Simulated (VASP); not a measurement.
# AgCl in VASP: a series of runs, part 3 of 3

VASP 6.6.1. Earlier steps stand in the parts before.

## 5. Electric field gradients, PBEsol (volume scaled by 0.94)

Input file INCAR:

```
PREC = Accurate
ENCUT = 520
EDIFF = 1E-8
ISMEAR = -1
SIGMA = 0.01
LREAL = F
LASPH = T
NELM = 60
ALGO = Normal
ISIF = 2
LWAVE = F
LCHARG = F
GGA = PS
LEFG = T
NBANDS = 16
```

Input file KPOINTS:

```
Automatic mesh
0
Gamma
  9 9 9
```

Input file POSCAR:

```
AgCl
1.0
    0.0000000000      2.7165392174      2.7165392174
    2.7165392174      0.0000000000      2.7165392174
    2.7165392174      2.7165392174      0.0000000000
Ag Cl
1 1
Direct
    0.5000000000      0.5000000000      0.5000000000
    0.0000000000      0.0000000000      0.0000000000
```

Potentials or basis: VASP PAW PBE potentials, release 64 (Ag, Cl).

Launch:

```sh
> cat potpaw_PBE.64/Ag/POTCAR potpaw_PBE.64/Cl/POTCAR > POTCAR
> mpirun -np 1 vasp_std > vasp.out
```

OUTCAR:

```text
PREC = Accurate
   ENCUT = 520
   EDIFF = 1E-8
   ISMEAR = -1
   LREAL = F
   LASPH = T
   NELM = 60
   ISIF = 2
   GGA = PS

 ion  position               nearest neighbor table
   1  0.500  0.500  0.500-   2 2.72   2 2.72   2 2.72   2 2.72   2 2.72   2 2.72
   2  0.000  0.000  0.000-   1 2.72   1 2.72   1 2.72   1 2.72   1 2.72   1 2.72

  LATTYP: Found a face centered cubic cell.
 ALAT       =     5.4330784348

  Lattice vectors:

 A1 = (   0.0000000000,   2.7165392174,   2.7165392174)
 A2 = (   2.7165392174,   0.0000000000,   2.7165392174)
 A3 = (   2.7165392174,   2.7165392174,   0.0000000000)

Analysis of symmetry for initial positions (statically):
=====================================================================
 Subroutine PRICEL returns:
 Original cell was already a primitive cell.

 Routine SETGRP: Setting up the symmetry group for a
 face centered cubic supercell.

 Subroutine GETGRP returns: Found 48 space group operations
 (whereof 48 operations were pure point group operations)
 out of a pool of 48 trial point group operations.

The static configuration has the point symmetry O_h .

Analysis of symmetry for dynamics (positions and initial velocities):
=====================================================================
 Subroutine PRICEL returns:
 Original cell was already a primitive cell.

 Routine SETGRP: Setting up the symmetry group for a
 face centered cubic supercell.

 Subroutine GETGRP returns: Found 48 space group operations
 (whereof 48 operations were pure point group operations)
 out of a pool of 48 trial point group operations.

The dynamic configuration has the point symmetry O_h .

 Subroutine INISYM returns: Found 48 space group operations
 (whereof 48 operations are pure point group operations),
[... 150 lines left out ...]

 k-point     1 :       0.0000    0.0000    0.0000
  band No.  band energies     occupation
      1     -11.0515      2.00000
      2       1.7787      2.00000
      3       1.7787      2.00000
      4       1.7787      2.00000
      5       1.8224      2.00000
      6       1.8224      2.00000
[... 433 lines left out ...]
      3       1.0855      2.00000
      4       1.0855      2.00000
      5       1.3920      2.00000
      6       2.0391      2.00000
[... 8 lines left out ...]
     15      19.9680      0.00000
     16      19.9681      0.00000

 [... further k-points ...]
[... 5 lines left out ...]
  --------------------------------------------------------------------------------------
  -------------------------------------------------------------------------------------
  Total        0.0895584      0.0895584      0.0895584     -0.0000000      0.0000000     -0.0000000
  in kB        3.5788112      3.5788112      3.5788112     -0.0000000      0.0000000     -0.0000000
  external PRESSURE =       3.5788112 kB  Pullay stress =       0.0000000 kB

 VOLUME and BASIS-vectors are now :
 -----------------------------------------------------------------------------
  energy-cutoff  :      520.00
  volume of cell :       40.09
      direct lattice vectors                 reciprocal lattice vectors
     0.000000000  2.716539217  2.716539217    -0.184057715  0.184057715  0.184057715
     2.716539217  0.000000000  2.716539217     0.184057715 -0.184057715  0.184057715
     2.716539217  2.716539217  0.000000000     0.184057715  0.184057715 -0.184057715

 POSITION                                       TOTAL-FORCE (eV/Angst)
 -----------------------------------------------------------------------------------
      2.71654      2.71654      2.71654         0.000000     -0.000000      0.000000
      0.00000      0.00000      0.00000        -0.000000      0.000000      0.000000
 -----------------------------------------------------------------------------------
    total drift:                                0.000000      0.000000      0.000000

  FREE ENERGIE OF THE ION-ELECTRON SYSTEM (eV)
  ---------------------------------------------------
  free  energy   TOTEN  =        -6.0606530866 eV

  energy  without entropy=       -6.0606530866  energy(sigma->0) =       -6.06065309

 Electric field gradients (V/A^2)
---------------------------------------------------------------------
 ion       V_xx      V_yy      V_zz      V_xy      V_xz      V_yz
---------------------------------------------------------------------
   1      -0.000    -0.000    -0.000    -0.001    -0.001    -0.001
   2       0.000    -0.000     0.000    -0.001    -0.001    -0.001
---------------------------------------------------------------------

 Electric field gradients after diagonalization (V/A^2)
 (convention: |V_zz| > |V_xx| > |V_yy|)
----------------------------------------------------------------------
 ion       V_xx      V_yy      V_zz     asymmetry (V_yy - V_xx)/ V_zz
----------------------------------------------------------------------
   1       0.001     0.001    -0.002       0.000
   2       0.001     0.001    -0.001       0.000
----------------------------------------------------------------------

           NMR quadrupolar parameters

 Cq : quadrupolar parameter    Cq=e*Q*V_zz/h
 eta: asymmetry parameters     (V_yy - V_xx)/ V_zz
 Q  : nuclear electric quadrupole moment in mb (millibarn)
----------------------------------------------------------------------
 ion       Cq(MHz)       eta       Q (mb)
----------------------------------------------------------------------
   1      -0.000       0.000       1.000
   2      -0.000       0.000       1.000
----------------------------------------------------------------------
```

OSZICAR:

```text
N       E                     dE             d eps       ncg     rms          rms(c)
DAV:   1     0.929027682219E+02    0.92903E+02   -0.87468E+03  1120   0.102E+03
DAV:   2    -0.320242017130E+01   -0.96105E+02   -0.88073E+02  1360   0.220E+02
DAV:   3    -0.620510992482E+01   -0.30027E+01   -0.29936E+01  1424   0.400E+01
DAV:   4    -0.621957445562E+01   -0.14465E-01   -0.14463E-01  1392   0.315E+00
DAV:   5    -0.621972401091E+01   -0.14956E-03   -0.14955E-03  1368   0.323E-01    0.765E+00
DAV:   6    -0.606507215538E+01    0.15465E+00   -0.27932E-01  1440   0.713E+00    0.494E+00
DAV:   7    -0.606201525265E+01    0.30569E-02   -0.65966E-02  1288   0.171E+00    0.211E+00
DAV:   8    -0.606065868177E+01    0.13566E-02   -0.34779E-03  1368   0.615E-01    0.300E-01
DAV:   9    -0.606062924709E+01    0.29435E-04   -0.38285E-04  1456   0.244E-01    0.407E-02
DAV:  10    -0.606064936238E+01   -0.20115E-04   -0.26956E-05  1400   0.502E-02    0.141E-02
DAV:  11    -0.606065314114E+01   -0.37788E-05   -0.31446E-06  1344   0.145E-02    0.316E-03
DAV:  12    -0.606065313794E+01    0.32026E-08   -0.22513E-07  1376   0.346E-03    0.796E-04
DAV:  13    -0.606065309497E+01    0.42969E-07   -0.27163E-08  1384   0.125E-03    0.528E-04
DAV:  14    -0.606065308657E+01    0.83965E-08   -0.64148E-10   784   0.236E-04
   1 F= -.60606531E+01 E0= -.60606531E+01  d E =-.147682E-14
```

It took 23 s on 1 thread of Intel Xeon Platinum 8259CL at 2.50GHz (Skylake/Cascade Lake), shared host; peak memory 0.17 GiB.

What came out:

```yaml
Free_energy: -6.0607 eV
Pressure: 0.4 GPa
Band_gap_on_the_k_mesh: 0.77 eV, indirect (least direct gap 3.21 eV)
```

Levels at points of the mesh, in eV from the valence-band top:
| k point | band 5 | band 6 | band 7 | band 8 | band 9 | band 10 | band 11 | band 12 | band 13 | band 14 |
| --- | --- | --- | --- | --- | --- | --- | --- | --- | --- | --- |
| (0.00, 0.00, 0.00) | -2.65 | -2.65 | -2.54 | -2.54 | -2.54 | 0.77 | 10.77 | 10.77 | 10.77 | 12.03 |

Caveat: without QUAD_EFG the Cq values of the log hold for a quadrupole moment of 1 mb, not for the nuclei; the PAW data sets were made with another functional, which shifts forces and pressure a little. A k mesh can miss the band edges.

## 6. Summary

```tsv
cell	gap on the mesh (eV)	pressure (GPa)
a = 3.942 Å, angles 59.3°, 2 atoms	0.76	-2.7
a = 3.961 Å, angles 58.7°, 2 atoms	0.75	-2.7
a = 3.842 Å, angles 60.0°, 2 atoms	0.77	0.4
```

Alike in all rows: task electric field gradients; level PBEsol; potentials or basis VASP PAW PBE potentials, release 64 (Ag, Cl); no spin polarisation; k mesh 9 × 9 × 9; cutoff (eV) 520; smearing fermi-dirac 0.01 eV.

Caveats: the PAW data sets were made with another functional, which shifts forces and pressure a little.

Total energies depend on the potentials used, so only differences within one code and one set of settings carry meaning.
